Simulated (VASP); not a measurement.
# Al16BN15 (a cell with a defect) in VASP: further runs

Al16BN15 (a cell with a defect) is run at these levels: PBE0; tasks: single point.

Program: VASP 6.6.1. These are calculated values, not measurements. Logs are shortened: lines on timing, memory, paths and dates and some standing lists are left out, and cuts for length are marked.

### Step 1. The cell of the first run

The cell holds a defect, 32 atoms: a = 6.260 Å, b = 6.260 Å, c = 10.035 Å, α = 90.00°, β = 90.00°, γ = 120.00°.

### Step 2. Single point, PBE0

The input, POSCAR:

```
Al16BN15
1.0
    6.2595139128      0.0000000578      0.0000000000
   -3.1297570064      5.4208980350      0.0000000000
    0.0000000000      0.0000000000     10.0348065929
Al N B
16 15 1
Direct
    0.3333333333      0.1666666667      0.2496176900
    0.1666666667      0.3333333333      0.4996176900
    0.3333333333      0.1666666667      0.7496176900
    0.1666666667      0.3333333333      0.9996176900
    0.3333333333      0.6666666667      0.2496176900
    0.1666666667      0.8333333333      0.4996176900
    0.3333333333      0.6666666667      0.7496176900
    0.1666666667      0.8333333333      0.9996176900
    0.8333333333      0.1666666667      0.2496176900
    0.6666666667      0.3333333333      0.4996176900
    0.8333333333      0.1666666667      0.7496176900
    0.6666666667      0.3333333333      0.9996176900
    0.8333333333      0.6666666667      0.2496176900
    0.6666666667      0.8333333333      0.4996176900
    0.8333333333      0.6666666667      0.7496176900
    0.6666666667      0.8333333333      0.9996176900
    0.3333333333      0.1666666667      0.4403823100
    0.1666666667      0.3333333333      0.1903823100
    0.3333333333      0.1666666667      0.9403823100
    0.1666666667      0.3333333333      0.6903823100
    0.3333333333      0.6666666667      0.4403823100
    0.1666666667      0.8333333333      0.1903823100
    0.3333333333      0.6666666667      0.9403823100
    0.1666666667      0.8333333333      0.6903823100
    0.8333333333      0.1666666667      0.4403823100
    0.6666666667      0.3333333333      0.1903823100
    0.8333333333      0.1666666667      0.9403823100
    0.6666666667      0.3333333333      0.6903823100
    0.6666666667      0.8333333333      0.1903823100
    0.8333333333      0.6666666667      0.9403823100
    0.6666666667      0.8333333333      0.6903823100
    0.8333333333      0.6666666667      0.4403823100
```

The input, INCAR.step1:

```
PREC = Accurate
ENCUT = 520
EDIFF = 1E-5
ISMEAR = -1
SIGMA = 0.01
LREAL = Auto
LASPH = T
NELM = 120
ALGO = Normal
ISIF = 2
LWAVE = T
NBANDS = 85
GGA = PE
NELECT = 128.0
GGA_COMPAT = F
ISYM = -1
```

The input, INCAR.step2:

```
PREC = Accurate
ENCUT = 520
EDIFF = 1E-6
ISMEAR = -1
SIGMA = 0.01
LREAL = Auto
LASPH = T
NELM = 120
ALGO = Normal
ISIF = 2
LWAVE = F
LCHARG = T
GGA = PE
LHFCALC = T
AEXX = 0.25
PRECFOCK = Fast
LELF = T
LVHAR = T
NBANDS = 85
ISTART = 1
NELECT = 128.0
GGA_COMPAT = F
ISYM = -1
```

The input, KPOINTS:

```
explicit points
1
Reciprocal
  0.25000000   0.25000000   0.25000000 1
```

Potentials or basis: VASP PAW PBE potentials, release 64 (Al, N, B).

Command:

```bash
> cat potpaw_PBE.64/Al/POTCAR potpaw_PBE.64/N/POTCAR potpaw_PBE.64/B/POTCAR > POTCAR
> cp INCAR.step1 INCAR
> mpirun -np 1 vasp_std > vasp.out
> cp INCAR.step2 INCAR
> mpirun -np 1 vasp_std > vasp.out
```

OUTCAR:

```text
PREC = Accurate
   ENCUT = 520
   EDIFF = 1E-6
   ISMEAR = -1
   LREAL = Auto
   LASPH = T
   NELM = 120
   ISIF = 2
   GGA = PE
   LHFCALC = T
   AEXX = 0.25
   PRECFOCK = Fast
   ISTART = 1
   NELECT = 128.0
   ISYM = -1

 ion  position               nearest neighbor table
   1  0.333  0.167  0.250-  18 1.90  26 1.90  22 1.90  17 1.91   2 3.09   4 3.09  10 3.09  12 3.09
                             6 3.09   8 3.09   9 3.13   9 3.13   5 3.13   5 3.13  13 3.13  13 3.13
   2  0.167  0.333  0.500-  17 1.90  25 1.90  21 1.90  20 1.91   1 3.09   3 3.09   9 3.09  11 3.09
                             5 3.09   7 3.09  10 3.13  10 3.13   6 3.13   6 3.13  14 3.13  14 3.13
   3  0.333  0.167  0.750-  20 1.90  28 1.90  24 1.90  19 1.91   2 3.09   4 3.09  10 3.09  12 3.09
                             6 3.09   8 3.09  11 3.13  11 3.13   7 3.13   7 3.13  15 3.13  15 3.13
   4  0.167  0.333  1.000-  19 1.90  27 1.90  23 1.90  18 1.91   1 3.09   3 3.09   9 3.09  11 3.09
                             5 3.09   7 3.09  12 3.13  12 3.13   8 3.13   8 3.13  16 3.13  16 3.13
   5  0.333  0.667  0.250-  22 1.90  29 1.90  18 1.90  21 1.91   6 3.09   8 3.09  14 3.09  16 3.09
                             2 3.09   4 3.09  13 3.13  13 3.13   1 3.13   1 3.13   9 3.13   9 3.13
   6  0.167  0.833  0.500-  21 1.90  32 1.90  17 1.90  24 1.91   5 3.09   7 3.09  13 3.09  15 3.09
                             1 3.09   3 3.09  14 3.13  14 3.13   2 3.13   2 3.13  10 3.13  10 3.13
   7  0.333  0.667  0.750-  24 1.90  31 1.90  20 1.90  23 1.91   6 3.09   8 3.09  14 3.09  16 3.09
                             2 3.09   4 3.09  15 3.13  15 3.13   3 3.13   3 3.13  11 3.13  11 3.13
   8  0.167  0.833  1.000-  23 1.90  30 1.90  19 1.90  22 1.91   5 3.09   7 3.09  13 3.09  15 3.09
                             1 3.09   3 3.09  16 3.13  16 3.13   4 3.13   4 3.13  12 3.13  12 3.13
   9  0.833  0.167  0.250-  26 1.90  18 1.90  29 1.90  25 1.91  10 3.09  12 3.09   2 3.09   4 3.09
                            14 3.09  16 3.09   1 3.13   1 3.13  13 3.13  13 3.13   5 3.13   5 3.13
  10  0.667  0.333  0.500-  25 1.90  17 1.90  32 1.90  28 1.91   9 3.09  11 3.09   1 3.09   3 3.09
                            13 3.09  15 3.09   2 3.13   2 3.13  14 3.13  14 3.13   6 3.13   6 3.13
  11  0.833  0.167  0.750-  28 1.90  20 1.90  31 1.90  27 1.91  10 3.09  12 3.09   2 3.09   4 3.09
                            14 3.09  16 3.09   3 3.13   3 3.13  15 3.13  15 3.13   7 3.13   7 3.13
  12  0.667  0.333  1.000-  27 1.90  19 1.90  30 1.90  26 1.91   9 3.09  11 3.09   1 3.09   3 3.09
                            13 3.09  15 3.09   4 3.13   4 3.13  16 3.13  16 3.13   8 3.13   8 3.13
  13  0.833  0.667  0.250-  29 1.90  22 1.90  26 1.90  32 1.91  14 3.09  16 3.09   6 3.09   8 3.09
                            10 3.09  12 3.09   5 3.13   5 3.13   9 3.13   9 3.13   1 3.13   1 3.13
  14  0.667  0.833  0.500-  32 1.90  21 1.90  25 1.90  31 1.91  13 3.09  15 3.09   5 3.09   7 3.09
                             9 3.09  11 3.09   6 3.13   6 3.13  10 3.13  10 3.13   2 3.13   2 3.13
  15  0.833  0.667  0.750-  31 1.90  24 1.90  28 1.90  30 1.91  14 3.09  16 3.09   6 3.09   8 3.09
                            10 3.09  12 3.09   7 3.13   7 3.13  11 3.13  11 3.13   3 3.13   3 3.13
  16  0.667  0.833  1.000-  30 1.90  23 1.90  27 1.90  29 1.91  13 3.09  15 3.09   5 3.09   7 3.09
                             9 3.09  11 3.09   8 3.13   8 3.13  12 3.13  12 3.13   4 3.13   4 3.13
  17  0.333  0.167  0.440-   2 1.90  10 1.90   6 1.90   1 1.91
  18  0.167  0.333  0.190-   1 1.90   9 1.90   5 1.90   4 1.91
  19  0.333  0.167  0.940-   4 1.90  12 1.90   8 1.90   3 1.91
  20  0.167  0.333  0.690-   3 1.90  11 1.90   7 1.90   2 1.91
  21  0.333  0.667  0.440-   6 1.90  14 1.90   2 1.90   5 1.91
  22  0.167  0.833  0.190-   5 1.90  13 1.90   1 1.90   8 1.91
[... 8 lines left out ...]
  31  0.667  0.833  0.690-  15 1.90   7 1.90  11 1.90  14 1.91
  32  0.833  0.667  0.440-  14 1.90   6 1.90  10 1.90  13 1.91

IMPORTANT INFORMATION: All symmetrisations will be switched off!
[... 41 lines left out ...]
   IMIX   =      1    mixing-type and parameters
     AMIX     =   0.40;   BMIX     =  1.00
     AMIX_MAG =   1.60;   BMIX_MAG =  1.00
  volume/ion in A,a.u.               =      10.64        71.81
  Fermi-wavevector in a.u.,A,eV,Ry     =   1.181511  2.232733 18.993310  1.395969
  Thomas-Fermi vector in A             =   2.317783
   LORBIT       =      0    0 simple, 1 ext, 2 COOP (PROOUT), +10 PAW based schemes
   GGA     = PE    functional components
   LHFCALC =     T    Hartree Fock is set to
   PRECFOCK=fast      Normal, Fast or Accurate (Low or Medium for compatibility)
   ENCUT4O =  -1.0   cutoff for four orbital integrals eV
   NKREDX  =     1    reduce k-point grid by
   NKREDY  =     1    reduce k-point grid by
   NKREDZ  =     1    reduce k-point grid by
   AEXX    =    0.2500 exact exchange contribution
   HFSCREEN=    0.0000 screening length (either q_TF or 0.3 A-1)
   HFSCREENC=   0.0000 screening length for correlation (either q_TF or 0.3 A-1)
   ENCUTFOCK=  -1.0 apply spherical cutoff to Coloumb kernel
   IVDW    =     0    specifies the selected vdW correction
   LEPSILON=     F    determine dielectric tensor
   LRPA    =     F    only Hartree local field effects (RPA)
 non-spin polarized calculation
  energy-cutoff  :      520.00
  volume of cell :      340.50
 maximum number of plane-waves:      9148
 NGX is ok and might be reduce to    48
  NGX = 24; NGY = 24; NGZ = 40

 number of electron     127.9999983 magnetization

 Free energy of the ion-electron system (eV)
  ---------------------------------------------------
  ext. energy  EPLUGINS =         0.00000000
  ---------------------------------------------------
  free energy    TOTEN  =      -272.40338412 eV

  energy without entropy =     -272.40338412  energy(sigma->0) =     -272.40338412

 E-fermi :   7.8023     XC(G=0):  -8.6209

 val. band max:        7.5318389945   @ k =   0.2500   0.2500   0.2500
 cond. band min:      11.7749519381   @ k =   0.2500   0.2500   0.2500
 fundamental gap:      4.2431129436
 Fermi energy:         7.8022632330

 k-point     1 :       0.2500    0.2500    0.2500
  band No.  band energies     occupation
      1     -11.9399      2.00000
      2     -11.3366      2.00000
      3     -11.2886      2.00000
      4     -11.0219      2.00000
      5     -10.5155      2.00000
      6     -10.4870      2.00000
[... 68 lines left out ...]
     75      13.9560      0.00000
     76      14.0417      0.00000
 [bands above 76 left out]

------------------------ aborting loop because EDIFF is reached ----------------------------------------

  FORCE on cell =-STRESS in cart. coord.  units (eV):
  Direction    XX          YY          ZZ          XY          YZ          ZX
  --------------------------------------------------------------------------------------
  -------------------------------------------------------------------------------------
  Total       22.0090582     13.4969790     24.5471856     -7.3841808      0.3648261      0.2674855
  in kB      103.5597955     63.5076872    115.5025127    -34.7449783      1.7166255      1.2586067
  external PRESSURE =      94.1899985 kB  Pullay stress =       0.0000000 kB

 VOLUME and BASIS-vectors are now :
 -----------------------------------------------------------------------------
  energy-cutoff  :      520.00
  volume of cell :      340.50
      direct lattice vectors                 reciprocal lattice vectors
     6.259513913  0.000000058  0.000000000     0.159756813  0.092235641  0.000000000
    -3.129757006  5.420898035  0.000000000    -0.000000002  0.184471279  0.000000000
     0.000000000  0.000000000 10.034806593     0.000000000  0.000000000  0.099653141

 POSITION                                       TOTAL-FORCE (eV/Angst)
 -----------------------------------------------------------------------------------
      1.56488      0.90348      2.50487         0.035211     -0.021199      1.547631
     -0.00000      1.80697      5.01357         0.270408     -0.154639     -0.779961
      1.56488      0.90348      7.52227         0.254738     -0.142984     -0.598169
     -0.00000      1.80697     10.03097         0.107565     -0.056948      0.501591
     -0.00000      3.61393      2.50487        -0.097468      0.292214      1.417299
     -1.56488      4.51742      5.01357        -0.223783     -0.271035     -0.590154
[... 24 lines left out ...]
      1.56488      4.51742      6.92785        -0.651243      0.394601      1.931225
      3.12976      3.61393      4.41915        -0.175576      0.103525      0.174173
 -----------------------------------------------------------------------------------
    total drift:                                0.000001      0.000030      0.088367

  FREE ENERGIE OF THE ION-ELECTRON SYSTEM (eV)
  ---------------------------------------------------
  free  energy   TOTEN  =      -272.4033841208 eV

  energy  without entropy=     -272.4033841208  energy(sigma->0) =     -272.40338412
```

It took 1.8 min on 1 thread of Intel Xeon 6975P-C (Granite Rapids), shared host; peak memory 0.53 GiB.

Results:

```
Free energy   : -272.4034 eV
Largest force : 2.495 eV/Å
```

Forces on the atoms (eV/Å):
```
Al   0.035 -0.021  1.548
Al   0.270 -0.155 -0.780
Al   0.255 -0.143 -0.598
Al   0.108 -0.057  0.502
Al  -0.097  0.292  1.417
Al  -0.224 -0.271 -0.590
Al  -0.129  0.514 -0.559
Al   0.246 -0.030  0.679
Al  -0.304 -0.052  1.420
Al   0.126  0.329 -0.589
Al  -0.509 -0.144 -0.563
Al   0.148 -0.194  0.679
Al  -0.151  0.080  1.358
Al   0.424 -0.246 -0.610
Al  -0.128  0.081 -2.033
Al  -0.010  0.009  0.698
N   -0.137  0.081 -0.097
N    0.177 -0.098 -0.976
N   -0.373  0.209 -0.152
N    0.172 -0.112  0.702
N   -0.183  0.314 -0.062
N    0.879  0.213 -2.326
N   -0.171 -0.158 -0.176
N    0.984  0.291  1.980
N   -0.363  0.003 -0.066
N    0.252 -0.843 -2.317
N    0.041  0.222 -0.157
N    0.233 -1.019  1.987
N   -0.545  0.294 -2.270
N   -0.201  0.113 -0.154
N   -0.651  0.395  1.931
B   -0.176  0.104  0.174
```

Levels at points of the mesh, in eV from the Fermi level:
| k point | band 62 | band 63 | band 64 | band 65 | band 66 | band 67 |
| --- | --- | --- | --- | --- | --- | --- |
| (0.25, 0.25, 0.25) | -0.79 | -0.38 | -0.27 | 3.97 | 4.61 | 4.68 |

Caveat: the cell carries a net charge on a neutralising background, which shifts energy and pressure; the cell is charged against a uniform background, so pressure and absolute levels hang on convention; the PAW data sets were made with another functional, which shifts forces and pressure a little.

(Continued in part 2 of 2.)
